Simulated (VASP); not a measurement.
# RbBr (Fm-3m) in VASP: settings compared

RbBr is run at these levels: PBE+D4, r2SCAN, r2SCAN+rVV10; tasks: relaxation of cell and atoms.

All numbers are computed with VASP 6.6.1; they aren't measurements. Logs are shortened: lines on timing, memory, paths and dates and some standing lists are left out, and cuts for length are marked.

### Step 1. The cell of the first run

It takes space group Fm-3m (No. 225, cubic). Conventional cell: a = 6.854 Å, b = 6.854 Å, c = 6.854 Å, α = 90.00°, β = 90.00°, γ = 90.00°. Within 4.5 Å of Rb (site symmetry m-3m) lie 6 Br at 3.43 Å. Within 4.5 Å of Br (site symmetry m-3m) lie 6 Rb at 3.43 Å.

### Step 2. Relaxation of cell and atoms, PBE+D4

File INCAR:

```
PREC = Accurate ; ENCUT = 600
EDIFF = 1E-7 ; ISMEAR = 1
SIGMA = 0.05 ; LREAL = F
LASPH = T ; NELM = 80
ALGO = Normal ; ISIF = 3
LWAVE = F ; LCHARG = F
GGA = PE ; IVDW = 13
IBRION = 2 ; NSW = 80
EDIFFG = -0.01
```

File KPOINTS:

```
regular mesh
0
Gamma
  6 6 6
```

File POSCAR:

```
RbBr
1.0
    0.0000000000      3.4270000000      3.4270000000
    3.4270000000      0.0000000000      3.4270000000
    3.4270000000      3.4270000000      0.0000000000
Rb Br
1 1
Direct
    0.0000000000      0.0000000000      0.0000000000
    0.5000000000      0.5000000000      0.5000000000
```

Potentials or basis: VASP PAW PBE potentials, release 64 (Rb_sv, Br).

Launch:

```bash
$ cat potpaw_PBE.64/Rb_sv/POTCAR potpaw_PBE.64/Br/POTCAR > POTCAR
$ mpirun -np 1 vasp_std > vasp.out
```

OUTCAR:

```text
PREC = Accurate
   ENCUT = 600
   EDIFF = 1E-7
   ISMEAR = 1
   LREAL = F
   LASPH = T
   NELM = 80
   ISIF = 3
   GGA = PE
   IVDW = 13
   IBRION = 2
   NSW = 80
   EDIFFG = -0.01

 ion  position               nearest neighbor table
   1  0.000  0.000  0.000-   2 3.43   2 3.43   2 3.43   2 3.43   2 3.43   2 3.43
   2  0.500  0.500  0.500-   1 3.43   1 3.43   1 3.43   1 3.43   1 3.43   1 3.43

  LATTYP: Found a face centered cubic cell.
 ALAT       =     6.8540000000

  Lattice vectors:

 A1 = (   0.0000000000,   3.4270000000,   3.4270000000)
 A2 = (   3.4270000000,   0.0000000000,   3.4270000000)
 A3 = (   3.4270000000,   3.4270000000,   0.0000000000)

Analysis of symmetry for initial positions (statically):
=====================================================================
 Subroutine PRICEL returns:
 Original cell was already a primitive cell.

 Routine SETGRP: Setting up the symmetry group for a
 face centered cubic supercell.

 Subroutine GETGRP returns: Found 48 space group operations
 (whereof 48 operations were pure point group operations)
 out of a pool of 48 trial point group operations.

The static configuration has the point symmetry O_h .

Analysis of symmetry for dynamics (positions and initial velocities):
=====================================================================
 Subroutine PRICEL returns:
 Original cell was already a primitive cell.

 Routine SETGRP: Setting up the symmetry group for a
 face centered cubic supercell.

 Subroutine GETGRP returns: Found 48 space group operations
 (whereof 48 operations were pure point group operations)
 out of a pool of 48 trial point group operations.

The dynamic configuration has the point symmetry O_h .

 Subroutine INISYM returns: Found 48 space group operations
 (whereof 48 operations are pure point group operations),
 and found     1 'primitive' translations

----------------------------------------------------------------------------------------

                                     Primitive cell

  volume of cell :      80.4956

  direct lattice vectors                    reciprocal lattice vectors
     0.000000000  3.427000000  3.427000000    -0.145900204  0.145900204  0.145900204
     3.427000000  0.000000000  3.427000000     0.145900204 -0.145900204  0.145900204
     3.427000000  3.427000000  0.000000000     0.145900204  0.145900204 -0.145900204

  length of vectors
     4.846509878  4.846509878  4.846509878     0.252706567  0.252706567  0.252706567

  position of ions in fractional coordinates (direct lattice)
     0.000000000  0.000000000  0.000000000
     0.500000000  0.500000000  0.500000000

  ion indices of the primitive-cell ions
   primitive index   ion index
                 1           1
                 2           2

----------------------------------------------------------------------------------------

 KPOINTS: regular mesh

Automatic generation of k-mesh.
 Grid dimensions read from file:
 generate k-points for:    6    6    6

 Generating k-lattice:

  Cartesian coordinates                     Fractional coordinates (reciprocal lattice)
    -0.024316701  0.024316701  0.024316701     0.166666667  0.000000000  0.000000000
     0.024316701 -0.024316701  0.024316701     0.000000000  0.166666667  0.000000000
     0.024316701  0.024316701 -0.024316701     0.000000000  0.000000000  0.166666667

  Length of vectors
     0.042117761  0.042117761  0.042117761

  Shift w.r.t. Gamma in fractional coordinates (k-lattice)
     0.000000000  0.000000000  0.000000000

 Subroutine IBZKPT returns following result:
 ===========================================

 Found     16 irreducible k-points:

 Following reciprocal coordinates:
            Coordinates               Weight
  0.000000  0.000000  0.000000      1.000000
  0.166667  0.000000  0.000000      8.000000
  0.333333  0.000000  0.000000      8.000000
  0.500000  0.000000  0.000000      4.000000
  0.166667  0.166667  0.000000      6.000000
  0.333333  0.166667  0.000000     24.000000
[... 8 lines left out ...]
 -0.333333  0.333333  0.166667     24.000000
 -0.333333  0.500000  0.166667     12.000000
   k-points           NKPTS =     16   k-points in BZ     NKDIM =     16   number of bands    NBANDS=     12
   number of dos      NEDOS =    301   number of ions     NIONS =      2
   total plane-waves  NPLWV =  64000
   dimension x,y,z NGX =    40 NGY =   40 NGZ =   40
   dimension x,y,z NGXF=    80 NGYF=   80 NGZF=   80
   ions per type =               1   1
   NGX,Y,Z   is equivalent  to a cutoff of  13.72, 13.72, 13.72 a.u.
   NGXF,Y,Z  is equivalent  to a cutoff of  27.44, 27.44, 27.44 a.u.
 SYSTEM =  unknown system
   PREC   = accura    normal or accurate (medium, high low for compatibility)
   ISTART =      0    job   : 0-new  1-cont  2-samecut
   ICHARG =      2    charge: 1-file 2-atom 10-const
   ISPIN  =      1    spin polarized calculation?
   LNONCOLLINEAR =      F non collinear calculations
   LSORBIT =      F    spin-orbit coupling
   LASPH  =      T    aspherical Exc in radial PAW
   ENCUT  =  600.0 eV  44.10 Ry    6.64 a.u.   9.68  9.68  9.68*2*pi/ulx,y,z
   NELM   =     80;   NELMIN=  2; NELMDL= -5     # of ELM steps
   EDIFF  = 0.1E-06   stopping-criterion for ELM
   LREAL  =      F    real-space projection
   EDIFFG = -.1E-01   stopping-criterion for IOM
   NSW    =     80    number of steps for IOM
   IBRION =      2    ionic relax: 0-MD 1-quasi-New 2-CG
   NFREE  =      1    steps in history (QN), initial steepest desc. (CG)
   ISIF   =      3    stress and relaxation
   ISYM   =      2    0-nonsym 1-usesym 2-fastsym
   POTIM  = 0.5000    time-step for ionic-motion
   TEBEG  =    0.0;   TEEND  =   0.0 temperature during run
   PSTRESS=    0.0 pullay stress
   NELECT =      16.0000    total number of electrons
   NUPDOWN=      -1.0000    fix difference up-down
   EMIN   =  10.00;   EMAX   =-10.00  energy-range for DOS
   EFERMI =   0.00;   METHOD = LEGACY
   ISMEAR =     1;   SIGMA  =   0.05  broadening in eV -4-tet -1-fermi 0-gaus
   EFERMI_NEDOS =   21; number of points for ismear=-14 and -15
   IALGO  =     38    algorithm
   IMIX   =      4    mixing-type and parameters
     AMIX     =   0.40;   BMIX     =  1.00
     AMIX_MAG =   1.60;   BMIX_MAG =  1.00
  volume/ion in A,a.u.               =      40.25       271.61
  Fermi-wavevector in a.u.,A,eV,Ry     =   0.955412  1.805467 12.419564  0.912812
  Thomas-Fermi vector in A             =   2.084247
   LORBIT       =      0    0 simple, 1 ext, 2 COOP (PROOUT), +10 PAW based schemes
   GGA     = PE    functional components
   LHFCALC =     F    Hartree Fock is set to
   AEXX    =    0.0000 exact exchange contribution
   IVDW    =    13    specifies the selected vdW correction
   LEPSILON=     F    determine dielectric tensor
   LRPA    =     F    only Hartree local field effects (RPA)
 conjugate gradient relaxation of ions
 non-spin polarized calculation
 Methfessel and Paxton  Order N= 1 SIGMA  =   0.05
  energy-cutoff  :      600.00
  volume of cell :       80.50
 maximum number of plane-waves:      2733
   NGX = 19   NGY = 19   NGZ = 19

--------------------------------------- Ionic step        1  -------------------------------------------

 number of electron      16.0000001 magnetization

 Free energy of the ion-electron system (eV)
  ---------------------------------------------------
  ext. energy  EPLUGINS =         0.00000000
  ---------------------------------------------------
  free energy    TOTEN  =        -6.09718381 eV

  energy without entropy =       -6.09737849  energy(sigma->0) =       -6.09724870

------------------------ aborting loop because EDIFF is reached ----------------------------------------

  DFT-D4 for vdW energy calculation

  Edisp (eV):   -0.23832

  FORCE on cell =-STRESS in cart. coord.  units (eV):
  Direction    XX          YY          ZZ          XY          YZ          ZX
  --------------------------------------------------------------------------------------
  -------------------------------------------------------------------------------------
  Total       0.24780     0.24780     0.24780    -0.00000    -0.00000     0.00000
  in kB       4.93227     4.93227     4.93227    -0.00000    -0.00000     0.00000
  external pressure =        4.93 kB  Pullay stress =        0.00 kB

 VOLUME and BASIS-vectors are now :
 -----------------------------------------------------------------------------
  energy-cutoff  :      600.00
  volume of cell :       80.50
      direct lattice vectors                 reciprocal lattice vectors
     0.000000000  3.427000000  3.427000000    -0.145900204  0.145900204  0.145900204
     3.427000000  0.000000000  3.427000000     0.145900204 -0.145900204  0.145900204
     3.427000000  3.427000000  0.000000000     0.145900204  0.145900204 -0.145900204
[... 41 lines left out ...]
 POSITION                                       TOTAL-FORCE (eV/Angst)
 -----------------------------------------------------------------------------------
      3.44748     -0.00000      3.44748         0.000000      0.000000      0.000000
      3.44748      3.44748      3.44748        -0.000000     -0.000000     -0.000000
 -----------------------------------------------------------------------------------
    total drift:                                0.000000     -0.000000      0.000000

  FREE ENERGIE OF THE ION-ELECTRON SYSTEM (eV)
  ---------------------------------------------------
  free  energy   TOTEN  =        -6.3387490694 eV

  energy  without entropy=       -6.3389686056  energy(sigma->0) =       -6.33882225

--------------------------------------- Ionic step        3  -------------------------------------------

 number of electron      15.9999999 magnetization

 Free energy of the ion-electron system (eV)
  ---------------------------------------------------
  ext. energy  EPLUGINS =         0.00000000
  ---------------------------------------------------
  free energy    TOTEN  =        -6.11071757 eV

  energy without entropy =       -6.11096844  energy(sigma->0) =       -6.11080120

 E-fermi :  -1.8561     XC(G=0):  -7.0945

 val. band max:       -1.8828950765   @ k =   0.0000   0.0000   0.0000
 cond. band min:       2.3911447615   @ k =   0.0000   0.0000   0.0000
 fundamental gap:      4.2740398380
 Fermi energy:        -1.8561266689

 k-point     1 :       0.0000    0.0000    0.0000
  band No.  band energies     occupation
      1     -26.3724      2.00000
      2     -14.0299      2.00000
      3     -10.4462      2.00000
      4     -10.4462      2.00000
      5     -10.4462      2.00000
      6      -1.8829      1.77781
      7      -1.8829      1.77780
      8      -1.8829      1.77780
      9       2.3911      0.00000
     10       5.3850      0.00000
     11       5.3850      0.00000
     12       5.3850      0.00000

 k-point     2 :       0.1667    0.0000    0.0000
  band No.  band energies     occupation
      1     -26.3705      2.00000
      2     -14.0386      2.00000
      3     -10.4481      2.00000
      4     -10.4481      2.00000
      5     -10.4366      2.00000
      6      -2.1680      2.00000
      7      -1.9693      2.00625
      8      -1.9693      2.00625
      9       3.0077      0.00000
     10       5.2477      0.00000
     11       5.7021      0.00000
     12       5.7021      0.00000
[... 234 lines left out ...]
 POSITION                                       TOTAL-FORCE (eV/Angst)
 -----------------------------------------------------------------------------------
      0.00000      0.00000      0.00000         0.000000      0.000000      0.000000
      3.46767      3.46767      3.46767        -0.000000     -0.000000     -0.000000
 -----------------------------------------------------------------------------------
    total drift:                                0.000000     -0.000000     -0.000000

  FREE ENERGIE OF THE ION-ELECTRON SYSTEM (eV)
  ---------------------------------------------------
  free  energy   TOTEN  =        -6.3396959817 eV

  energy  without entropy=       -6.3399468521  energy(sigma->0) =       -6.33977961

 reached required accuracy - stopping structural energy minimisation
```

It took 28 s on 1 thread of Intel Xeon 6975P-C (Granite Rapids), shared host; peak memory 0.25 GiB.

Results:

```
Free energy                           : -6.3397 eV
Relaxed volume                        : 41.70 Å³/atom
Relaxed cell                          : a = 4.904 Å, b = 4.904 Å, c = 4.904 Å, α = 60.00°, β = 60.00°, γ = 60.00°
Space group after relaxing (to 0.1 Å) : Fm-3m (No. 225)
Energy gained by relaxing             : 2.1 meV/atom
Ionic steps                           : 3
Pressure after relaxing               : 0.0 GPa
Band gap on the k mesh                : 4.27 eV
Dispersion energy per atom            : -0.114 eV
```

Step by step:
| step | energy change (eV) | largest force (eV/Å) | pressure (GPa) | volume (Å³) |
| --- | --- | --- | --- | --- |
| 1 | 0.0000 | 0.0000 | 0.49 | 80.50 |
| 2 | -0.0032 | 0.0000 | 0.23 | 81.95 |
| 3 | -0.0042 | 0.0000 | -0.01 | 83.40 |

Final structure:
```xyz
2
Lattice="0.0000 3.4677 3.4677 3.4677 0.0000 3.4677 3.4677 3.4677 0.0000" Properties=species:S:1:pos:R:3 pbc="T T T"
Rb    0.0000    0.0000    0.0000
Br    3.4677    3.4677    3.4677
```

### Step 3. Relaxation of cell and atoms, r2SCAN

POSCAR is that of step 2.

File INCAR.step1:

```
SYSTEM = RbBr
PREC     = Accurate       ! precision mode
ENCUT    = 600            ! plane-wave cutoff, eV
ISMEAR   = 1              ! smearing method
SIGMA    = 0.05           ! smearing width, eV
LREAL    = .False.        ! projectors in reciprocal space
LASPH    = .True.         ! aspherical terms in the spheres
NELM     = 60             ! most SCF steps
GGA      = PE             ! functional
ALGO     = Normal         ! electronic algorithm
EDIFF    = 1E-4           ! SCF threshold, eV
LWAVE    = .True.         ! write WAVECAR
LCHARG   = .False.        ! write CHGCAR
```

File INCAR.step2:

```
SYSTEM = RbBr
PREC     = Accurate       ! precision mode
ENCUT    = 600            ! plane-wave cutoff, eV
EDIFF    = 1E-6           ! SCF threshold, eV
ISMEAR   = 1              ! smearing method
SIGMA    = 0.05           ! smearing width, eV
LREAL    = .False.        ! projectors in reciprocal space
LASPH    = .True.         ! aspherical terms in the spheres
NELM     = 60             ! most SCF steps
ALGO     = Normal         ! electronic algorithm
ISIF     = 3              ! what is computed and relaxed
LWAVE    = .False.        ! write WAVECAR
LCHARG   = .False.        ! write CHGCAR
METAGGA  = R2SCAN         ! meta-GGA
LMIXTAU  = .True.       
IBRION   = 2              ! ionic algorithm
NSW      = 80             ! ionic steps
EDIFFG   = -0.01          ! ionic threshold
ISTART   = 1
```

File KPOINTS:

```
regular mesh
0
Gamma
  6 6 6
  0 0 0
```

Potentials or basis: VASP PAW PBE potentials, release 64 (Rb_sv, Br).

Launch:

```bash
$ cat potpaw_PBE.64/Rb_sv/POTCAR potpaw_PBE.64/Br/POTCAR > POTCAR
$ cp INCAR.step1 INCAR
$ mpirun -np 1 vasp_std > vasp.out
$ cp INCAR.step2 INCAR
$ mpirun -np 1 vasp_std > vasp.out
```

Wall time 1.7 min (1 thread of Intel Xeon 6975P-C (Granite Rapids), shared host); peak memory 0.27 GiB.

The run converged. Its results:

```
Free energy                           : -31.1559 eV
Relaxed volume                        : 41.57 Å³/atom
Relaxed cell                          : a = 4.899 Å, b = 4.899 Å, c = 4.899 Å, α = 60.00°, β = 60.00°, γ = 60.00°
Space group after relaxing (to 0.1 Å) : Fm-3m (No. 225)
Energy gained by relaxing             : 1.9 meV/atom
Ionic steps                           : 3
Pressure after relaxing               : 0.0 GPa
Band gap on the k mesh                : 4.89 eV
```

Step by step:
```csv
step,energy change (eV),largest force (eV/Å),pressure (GPa),volume (Å³)
1,0.0000,0.0000,0.49,80.50
2,-0.0031,0.0000,0.21,81.94
3,-0.0039,0.0000,-0.01,83.14
```

Final structure:
```
Rb Br
1.0
     0.00000    3.46410    3.46410
     3.46410    0.00000    3.46410
     3.46410    3.46410    0.00000
Rb Br
1 1
Direct
  0.00000 0.00000 0.00000
  0.50000 0.50000 0.50000
```

Levels at points of the mesh, in eV from the valence-band top:
```csv
k point,band 6,band 7,band 8,band 9,band 10,band 11
"(0.00, 0.00, 0.00)",0.00,0.00,0.00,4.89,7.87,7.87
"(0.50, 0.00, 0.00)",-0.92,-0.32,-0.32,7.21,8.16,10.13
"(0.50, 0.50, 0.00)",-0.47,-0.16,-0.16,6.10,7.83,9.55
```

Caveat: the PAW data sets were made with another functional, which shifts forces and pressure a little.

### Step 4. Relaxation of cell and atoms, r2SCAN+rVV10

POSCAR is that of step 3.

File INCAR.step1:

```
PREC = Accurate
ENCUT = 600
ISMEAR = 1
SIGMA = 0.05
LREAL = False
LASPH = True
NELM = 60
GGA = PE
ALGO = Normal
EDIFF = 1E-4
LWAVE = True
LCHARG = False
```

File INCAR.step2:

```
PREC = Accurate
ENCUT = 600
EDIFF = 1E-6
ISMEAR = 1
SIGMA = 0.05
LREAL = False
LASPH = True
NELM = 60
ALGO = Normal
ISIF = 3
LWAVE = False
LCHARG = False
METAGGA = R2SCAN
LMIXTAU = True
LUSE_VDW = True
IVDW_NL = 2
BPARAM = 11.95
CPARAM = 0.0093
IBRION = 2
NSW = 80
EDIFFG = -0.01
ISTART = 1
```

File KPOINTS:

```
regular mesh
0
Gamma
  6 6 6
```

Launch:

```bash
$ cat potpaw_PBE.64/Rb_sv/POTCAR potpaw_PBE.64/Br/POTCAR > POTCAR
$ cp INCAR.step1 INCAR
$ mpirun -np 1 vasp_std > vasp.out
$ cp INCAR.step2 INCAR
$ mpirun -np 1 vasp_std > vasp.out
```

Run time: 1.8 min. Hardware: 1 thread of Intel Xeon 6975P-C (Granite Rapids), shared host; peak memory 0.49 GiB.

It converged, with:

```
Free energy             : -30.6517 eV
Pressure after relaxing : 0.0 GPa
Band gap on the k mesh  : 4.86 eV
```

Final structure:
```
Rb Br
1.0
     0.00000    3.42700    3.42700
     3.42700    0.00000    3.42700
     3.42700    3.42700    0.00000
Rb Br
1 1
Direct
  0.00000 0.00000 0.00000
  0.50000 0.50000 0.50000
```

Levels at points of the mesh, in eV from the valence-band top:
```
           k point  band 5  band 6  band 7  band 8  band 9  band 10  band 11  band 12
(0.00, 0.00, 0.00)   -8.65    0.00    0.00    0.00    4.86     7.82     7.82     7.82
(0.50, 0.00, 0.00)   -8.60   -0.99   -0.35   -0.35    7.17     8.18    10.18    10.18
(0.50, 0.50, 0.00)   -8.73   -0.49   -0.16   -0.16    5.96     7.89     9.58    10.05
```

Caveat: the relaxation stopped at its first step, so nothing moved; the PAW data sets were made with another functional, which shifts forces and pressure a little. r2SCAN opens gaps a little over a GGA but as a rule still falls short of measured ones.

### Step 5. Overview

| level | gap on the mesh (eV) | pressure (GPa) | relaxed volume (Å³/atom) |
| --- | --- | --- | --- |
| PBE+D4 | 4.27 | 0.0 | 41.70 |
| r2SCAN | 4.89 | 0.0 | 41.57 |
| r2SCAN+rVV10 | 4.86 | 0.0 | - |

Alike in all rows: task relaxation of cell and atoms; potentials or basis VASP PAW PBE potentials, release 64 (Rb_sv, Br); no spin polarisation; cell relaxed; k mesh 6 × 6 × 6; cutoff (eV) 600; smearing methfessel-paxton 0.05 eV.

Caveats: the PAW data sets were made with another functional, which shifts forces and pressure a little (at least some runs); the relaxation stopped at its first step, so nothing moved (at least some runs).

Total energies depend on the potentials used, so only differences within one code and one set of settings carry meaning.
